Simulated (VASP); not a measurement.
# CoSi2 (Fm-3m) in VASP: settings compared

CoSi2 is run at these levels: PBEsol, r2SCAN; tasks: single point.

Program: VASP 6.6.1. These are calculated values, not measurements. Logs are shortened: lines on timing, memory, paths and dates and some standing lists are left out, and cuts for length are marked.

## Step 1: The cell of the first run

The structure is cubic, space group Fm-3m (No. 225). The conventional cell has a = 5.461 Å, b = 5.461 Å, c = 5.461 Å, α = 90.00°, β = 90.00°, γ = 90.00°. Within 3.1 Å of Co (site symmetry m-3m) lie 8 Si at 2.36 Å. Within 3.1 Å of Si (site symmetry -43m) lie 4 Co at 2.36 Å and 6 Si at 2.73 Å.

## Step 2: Single point, PBEsol, collinear spin, ferromagnetic start

INCAR

```
  ALGO = Normal
  EDIFF = 1E-6
  ENCUT = 520
  GGA = PS
  ISIF = 2
  ISMEAR = -1
  ISPIN = 2
  LASPH = T
  LCHARG = F
  LMAXMIX = 4
  LORBIT = 11
  LREAL = F
  LWAVE = F
  MAGMOM = 2 0 0
  NBANDS = 20
  NELM = 150
  PREC = Accurate
  SIGMA = 0.05
```

KPOINTS

```
k-points
0
Gamma
  9 9 9
```

POSCAR

```
CoSi2
1.0
    0.0000000000      2.7305231384      2.7305231384
    2.7305231384      0.0000000000      2.7305231384
    2.7305231384      2.7305231384      0.0000000000
Co Si
1 2
Direct
    0.0000000000      0.0000000000      0.0000000000
    0.7500000000      0.7500000000      0.7500000000
    0.2500000000      0.2500000000      0.2500000000
```

Potentials or basis: VASP PAW PBE potentials, release 64 (Co, Si).

Launch:

```
cat potpaw_PBE.64/Co/POTCAR potpaw_PBE.64/Si/POTCAR > POTCAR
mpirun -np 1 vasp_std > vasp.out
```

OUTCAR:

```text
EDIFF = 1E-6
   ENCUT = 520
   GGA = PS
   ISIF = 2
   ISMEAR = -1
   ISPIN = 2
   LASPH = T
   LORBIT = 11
   LREAL = F
   NELM = 150
   PREC = Accurate

 ion  position               nearest neighbor table
   1  0.000  0.000  0.000-   2 2.36   2 2.36   3 2.36   3 2.36   3 2.36   3 2.36   2 2.36   2 2.36

   2  0.750  0.750  0.750-   1 2.36   1 2.36   1 2.36   1 2.36   3 2.73   3 2.73   3 2.73   3 2.73
                             3 2.73   3 2.73
   3  0.250  0.250  0.250-   1 2.36   1 2.36   1 2.36   1 2.36   2 2.73   2 2.73   2 2.73   2 2.73
                             2 2.73   2 2.73

  LATTYP: Found a face centered cubic cell.
 ALAT       =     5.4610462768

  Lattice vectors:

 A1 = (   0.0000000000,   2.7305231384,   2.7305231384)
 A2 = (   2.7305231384,   0.0000000000,   2.7305231384)
 A3 = (   2.7305231384,   2.7305231384,   0.0000000000)

Analysis of symmetry for initial positions (statically):
=====================================================================
 Subroutine PRICEL returns:
 Original cell was already a primitive cell.

 Routine SETGRP: Setting up the symmetry group for a
 face centered cubic supercell.

 Subroutine GETGRP returns: Found 48 space group operations
 (whereof 48 operations were pure point group operations)
 out of a pool of 48 trial point group operations.

The static configuration has the point symmetry O_h .

Analysis of symmetry for dynamics (positions and initial velocities):
=====================================================================
 Subroutine PRICEL returns:
 Original cell was already a primitive cell.

 Routine SETGRP: Setting up the symmetry group for a
 face centered cubic supercell.

 Subroutine GETGRP returns: Found 48 space group operations
 (whereof 48 operations were pure point group operations)
 out of a pool of 48 trial point group operations.

The dynamic configuration has the point symmetry O_h .

Analysis of structural, dynamic, and magnetic symmetry:
=====================================================================
 Subroutine PRICEL returns:
 Original cell was already a primitive cell.

 Routine SETGRP: Setting up the symmetry group for a
 face centered cubic supercell.

 Subroutine GETGRP returns: Found 48 space group operations
 (whereof 48 operations were pure point group operations)
 out of a pool of 48 trial point group operations.

The overall configuration has the point symmetry O_h .

 Subroutine INISYM returns: Found 48 space group operations
 (whereof 48 operations are pure point group operations),
 and found     1 'primitive' translations

----------------------------------------------------------------------------------------

                                     Primitive cell

  volume of cell :      40.7162

  direct lattice vectors                    reciprocal lattice vectors
     0.000000000  2.730523138  2.730523138    -0.183115094  0.183115094  0.183115094
     2.730523138  0.000000000  2.730523138     0.183115094 -0.183115094  0.183115094
     2.730523138  2.730523138  0.000000000     0.183115094  0.183115094 -0.183115094

  length of vectors
     3.861542855  3.861542855  3.861542855     0.317164646  0.317164646  0.317164646

  position of ions in fractional coordinates (direct lattice)
     0.000000000  0.000000000  0.000000000
     0.750000000  0.750000000  0.750000000
     0.250000000  0.250000000  0.250000000

  ion indices of the primitive-cell ions
   primitive index   ion index
                 1           1
                 2           2
                 3           3

----------------------------------------------------------------------------------------

 KPOINTS: k-points

Automatic generation of k-mesh.
 Grid dimensions read from file:
 generate k-points for:    9    9    9

 Generating k-lattice:

  Cartesian coordinates                     Fractional coordinates (reciprocal lattice)
    -0.020346122  0.020346122  0.020346122     0.111111111  0.000000000  0.000000000
     0.020346122 -0.020346122  0.020346122     0.000000000  0.111111111  0.000000000
     0.020346122  0.020346122 -0.020346122     0.000000000  0.000000000  0.111111111

  Length of vectors
     0.035240516  0.035240516  0.035240516

  Shift w.r.t. Gamma in fractional coordinates (k-lattice)
     0.000000000  0.000000000  0.000000000

 Subroutine IBZKPT returns following result:
 ===========================================

 Found     35 irreducible k-points:

 Following reciprocal coordinates:
            Coordinates               Weight
  0.000000  0.000000  0.000000      1.000000
  0.111111  0.000000  0.000000      8.000000
  0.222222  0.000000  0.000000      8.000000
  0.333333  0.000000  0.000000      8.000000
  0.444444  0.000000  0.000000      8.000000
  0.111111  0.111111  0.000000      6.000000
[... 16 lines left out ...]
 -0.333333  0.333333  0.000000     12.000000
  0.444444  0.444444  0.000000      6.000000
 [... further k-points ...]
   k-points           NKPTS =     35   k-points in BZ     NKDIM =     35   number of bands    NBANDS=     20
   number of dos      NEDOS =    301   number of ions     NIONS =      3
   total plane-waves  NPLWV =  27000
   dimension x,y,z NGX =    30 NGY =   30 NGZ =   30
   dimension x,y,z NGXF=    60 NGYF=   60 NGZF=   60
   ions per type =               1   2
   NGX,Y,Z   is equivalent  to a cutoff of  12.92, 12.92, 12.92 a.u.
   NGXF,Y,Z  is equivalent  to a cutoff of  25.83, 25.83, 25.83 a.u.
 SYSTEM =  unknown system
   PREC   = accura    normal or accurate (medium, high low for compatibility)
   ISTART =      0    job   : 0-new  1-cont  2-samecut
   ICHARG =      2    charge: 1-file 2-atom 10-const
   ISPIN  =      2    spin polarized calculation?
   LNONCOLLINEAR =      F non collinear calculations
   LSORBIT =      F    spin-orbit coupling
   LASPH  =      T    aspherical Exc in radial PAW
   ENCUT  =  520.0 eV  38.22 Ry    6.18 a.u.   7.18  7.18  7.18*2*pi/ulx,y,z
   NELM   =    150;   NELMIN=  2; NELMDL= -5     # of ELM steps
   EDIFF  = 0.1E-05   stopping-criterion for ELM
   LREAL  =      F    real-space projection
   EDIFFG = 0.1E-04   stopping-criterion for IOM
   NSW    =      0    number of steps for IOM
   IBRION =     -1    ionic relax: 0-MD 1-quasi-New 2-CG
   NFREE  =      0    steps in history (QN), initial steepest desc. (CG)
   ISIF   =      2    stress and relaxation
   ISYM   =      2    0-nonsym 1-usesym 2-fastsym
   POTIM  = 0.5000    time-step for ionic-motion
   TEBEG  =    0.0;   TEEND  =   0.0 temperature during run
   PSTRESS=    0.0 pullay stress
   NELECT =      17.0000    total number of electrons
   NUPDOWN=      -1.0000    fix difference up-down
   EMIN   =  10.00;   EMAX   =-10.00  energy-range for DOS
[... 5 lines left out ...]
     AMIX     =   0.40;   BMIX     =  1.00
     AMIX_MAG =   1.60;   BMIX_MAG =  1.00
  volume/ion in A,a.u.               =      13.57        91.59
  Fermi-wavevector in a.u.,A,eV,Ry     =   1.223588  2.312246 20.370208  1.497168
  Thomas-Fermi vector in A             =   2.358694
   LORBIT       =     11    0 simple, 1 ext, 2 COOP (PROOUT), +10 PAW based schemes
   GGA     = PS    functional components
   LHFCALC =     F    Hartree Fock is set to
   AEXX    =    0.0000 exact exchange contribution
   IVDW    =     0    specifies the selected vdW correction
   LEPSILON=     F    determine dielectric tensor
   LRPA    =     F    only Hartree local field effects (RPA)
 spin polarized calculation
  energy-cutoff  :      520.00
  volume of cell :       40.72
 maximum number of plane-waves:      1113
 NGX is ok and might be reduce to    30
   NGX = 15   NGY = 15   NGZ = 15

 number of electron      16.9999998 magnetization      -0.0022005

 number of electron      16.9999998 magnetization       0.0000079

 Free energy of the ion-electron system (eV)
  ---------------------------------------------------
  ext. energy  EPLUGINS =         0.00000000
  ---------------------------------------------------
  free energy    TOTEN  =       -20.83989713 eV

  energy without entropy =      -20.82974324  energy(sigma->0) =      -20.83482019

 E-fermi :   9.2058     XC(G=0): -11.5915

 val. band max:        9.1670399901   @ k =  -0.2222   0.1111   0.0000
 cond. band min:       9.2415396140   @ k =   0.3333   0.1111   0.0000
 fundamental gap:      0.0744996239
 Fermi energy:         9.2058118638

 spin component 1

 k-point     1 :       0.0000    0.0000    0.0000
  band No.  band energies     occupation
      1      -3.4443      1.00000
      2       5.4062      1.00000
      3       5.4062      1.00000
      4       5.4062      1.00000
      5       7.5142      1.00000
      6       7.5142      1.00000
[... 12 lines left out ...]
     19      19.3266      0.00000
     20      22.9860      0.00000
[... 507 lines left out ...]
 k-point    24 :       0.4444    0.4444    0.0000
  band No.  band energies     occupation
      1       0.0306      1.00000
      2       2.8317      1.00000
      3       3.0185      1.00000
      4       5.7198      1.00000
      5       5.7198      1.00000
      6       7.5088      1.00000
[... 12 lines left out ...]
     19      23.8418      0.00000
     20      23.8418      0.00000

 [... further k-points ...]

 spin component 2

 k-point     1 :       0.0000    0.0000    0.0000
  band No.  band energies     occupation
      1      -3.4443      1.00000
      2       5.4061      1.00000
      3       5.4061      1.00000
      4       5.4061      1.00000
      5       7.5143      1.00000
      6       7.5143      1.00000
[... 12 lines left out ...]
     19      19.3269      0.00000
     20      22.9861      0.00000
[... 507 lines left out ...]
 k-point    24 :       0.4444    0.4444    0.0000
  band No.  band energies     occupation
      1       0.0306      1.00000
      2       2.8317      1.00000
      3       3.0184      1.00000
      4       5.7197      1.00000
      5       5.7197      1.00000
      6       7.5087      1.00000
[... 12 lines left out ...]
     19      23.8417      0.00000
     20      23.8417      0.00000

 [... further k-points ...]
[... 5 lines left out ...]
  --------------------------------------------------------------------------------------
  -------------------------------------------------------------------------------------
  Total       -3.3300730     -3.3300730     -3.3300730      0.0000000     -0.0000000     -0.0000000
  in kB     -131.0378497   -131.0378497   -131.0378497      0.0000000     -0.0000000     -0.0000000
  external PRESSURE =    -131.0378497 kB  Pullay stress =       0.0000000 kB

 VOLUME and BASIS-vectors are now :
 -----------------------------------------------------------------------------
  energy-cutoff  :      520.00
  volume of cell :       40.72
      direct lattice vectors                 reciprocal lattice vectors
     0.000000000  2.730523138  2.730523138    -0.183115094  0.183115094  0.183115094
     2.730523138  0.000000000  2.730523138     0.183115094 -0.183115094  0.183115094
     2.730523138  2.730523138  0.000000000     0.183115094  0.183115094 -0.183115094

 POSITION                                       TOTAL-FORCE (eV/Angst)
 -----------------------------------------------------------------------------------
      0.00000      0.00000      0.00000         0.000000      0.000000      0.000000
      4.09578      4.09578      4.09578         0.000000     -0.000000     -0.000000
      1.36526      1.36526      1.36526        -0.000000     -0.000000      0.000000
 -----------------------------------------------------------------------------------
    total drift:                                0.000000     -0.000000     -0.000000

  FREE ENERGIE OF THE ION-ELECTRON SYSTEM (eV)
  ---------------------------------------------------
  free  energy   TOTEN  =       -20.8398971329 eV

  energy  without entropy=      -20.8297432421  energy(sigma->0) =      -20.83482019

 total charge

# of ion       s       p       d       tot
------------------------------------------
    1        0.513   0.654   7.546   8.713
    2        0.720   0.833   0.000   1.553
    3        0.720   0.833   0.000   1.553
--------------------------------------------------
tot          1.954   2.320   7.546  11.820

 magnetization (x)

# of ion       s       p       d       tot
------------------------------------------
    1        0.000   0.000  -0.000  -0.000
    2       -0.000  -0.000   0.000  -0.000
    3       -0.000  -0.000   0.000  -0.000
--------------------------------------------------
tot         -0.000  -0.000  -0.000  -0.000
```

It took 56 s on 1 thread of AMD EPYC 9R45 (Zen 5), shared host; peak memory 0.17 GiB.

What came out:

- Free energy: -20.8399 eV
- Pressure: -13.1 GPa
- Net moment: 0.00 μB per cell
- Valence electrons inside the program's atomic spheres: Co 8.71; Si 1.55

Caveat: the starting moments collapsed, and a magnetic state may lie lower; the PAW data sets were made with another functional, which shifts forces and pressure a little.

## Step 3: Single point, r2SCAN, collinear spin, ferromagnetic start

This run uses another cell than the first one, of 12.04 Å³/atom, 0.887 times its volume.

POSCAR

```
CoSi2
1.0
    0.0000000000      2.6233315991      2.6233315991
    2.6233315991      0.0000000000      2.6233315991
    2.6233315991      2.6233315991      0.0000000000
Co Si
1 2
Direct
    0.0000000000      0.0000000000      0.0000000000
    0.7500000000      0.7500000000      0.7500000000
    0.2500000000      0.2500000000      0.2500000000
```

INCAR.step1

```
PREC = Accurate ; ENCUT = 520
ISMEAR = -1 ; SIGMA = 0.05
LREAL = F ; LASPH = T
NELM = 150 ; ISPIN = 2
MAGMOM = 2 0 0 ; LMAXMIX = 4
NBANDS = 20 ; GGA = PE
ALGO = Normal ; EDIFF = 1E-4
LWAVE = T ; LCHARG = F
```

INCAR.step2

```
PREC = Accurate ; ENCUT = 520
EDIFF = 1E-6 ; ISMEAR = -1
SIGMA = 0.05 ; LREAL = F
LASPH = T ; NELM = 150
ALGO = Normal ; ISIF = 2
LWAVE = F ; LCHARG = F
ISPIN = 2 ; MAGMOM = 2 0 0
LORBIT = 11 ; LMAXMIX = 4
METAGGA = R2SCAN ; LMIXTAU = T
NBANDS = 20 ; ISTART = 1
```

KPOINTS

```
Automatic mesh
0
Gamma
  9 9 9
```

Potentials or basis: VASP PAW PBE potentials, release 64 (Co, Si).

Launch:

```
cat potpaw_PBE.64/Co/POTCAR potpaw_PBE.64/Si/POTCAR > POTCAR
cp INCAR.step1 INCAR
mpirun -np 1 vasp_std > vasp.out
cp INCAR.step2 INCAR
mpirun -np 1 vasp_std > vasp.out
```

Run time: 2.6 min. Hardware: 1 thread of AMD EPYC 9R45 (Zen 5), shared host; peak memory 0.17 GiB.

It converged, with:

```yaml
Free_energy: -31.9716 eV
Pressure: 8.4 GPa
Net_moment: 0.00 μB per cell
Valence_electrons_inside_the_program's_atomic_spheres: Co 9.10; Si 1.64
```

Levels at points of the mesh, in eV from the Fermi level:
Spin up:
```
           k point  band 5  band 6  band 7  band 8  band 9  band 10  band 11  band 12  band 13  band 14
(0.00, 0.00, 0.00)   -2.21   -2.21    1.96    3.63    3.63     3.63     3.92     3.92     3.92     6.47
```
Spin down:
```
           k point  band 5  band 6  band 7  band 8  band 9  band 10  band 11  band 12  band 13  band 14
(0.00, 0.00, 0.00)   -2.21   -2.21    1.96    3.63    3.63     3.63     3.92     3.92     3.92     6.47
```

Caveat: the starting moments collapsed, and a magnetic state may lie lower; the PAW data sets were made with another functional, which shifts forces and pressure a little.

(Continued in part 2 of 2.)
